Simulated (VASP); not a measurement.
**SnO2: single point with PBE-based screened hybrid with 50 % exact exchange**

Crystal: SnO2.

```
CELL_PARAMETERS angstrom
0.00000 2.53347 2.53347
2.53347 0.00000 2.53347
2.53347 2.53347 0.00000
ATOMIC_POSITIONS crystal
Sn 0.00000 0.00000 0.00000
O 0.25000 0.25000 0.25000
O 0.75000 0.75000 0.75000
```

```
Program                            : VASP 6.6.1
Task                               : single point
Functional                         : PBE-based screened hybrid with 50 % exact exchange
Potentials or basis                : VASP PAW PBE potentials, release 64 (Sn_d, O)
Cutoff                             : 520 eV
k mesh                             : 4 × 4 × 4
Occupations                        : gaussian, width 0.01 eV
Spin                               : no spin polarisation
Dipole correction                  : no
Grid for exact exchange (PRECFOCK) : Normal
Share of exact exchange            : 0.5
Further INCAR settings             : ALGO = Normal; EDIFF = 1e-07; NBANDS = 20
Screening parameter                : 0.2078 1/Å
```

The pressure is -12.6 GPa and the band gap on the k mesh is 3.30 eV (least direct gap 4.88 eV).

Levels at points of the mesh, in eV from the valence-band top:
| k point | band 11 | band 12 | band 13 | band 14 | band 15 | band 16 |
| --- | --- | --- | --- | --- | --- | --- |
| (0.00, 0.00, 0.00) | -1.58 | -1.58 | -1.58 | 3.30 | 10.53 | 10.53 |
| (0.50, 0.00, 0.00) | -3.91 | -2.51 | -2.51 | 8.45 | 11.53 | 14.47 |
| (0.50, 0.50, 0.00) | -0.23 | -0.23 | -0.15 | 6.51 | 10.78 | 13.65 |

Run time: 5.9 min on 1 thread of Intel(R) Xeon(R) 6975P-C (Granite Rapids) (shared host), peak memory 0.25 GiB.

Caveat: the k points lie up to 0.54 Å⁻¹ apart; the PAW data sets were made with another functional, which shifts forces and pressure a little; spin-orbit coupling is left out, which moves the levels of the heavy elements. A k mesh can miss the band edges.
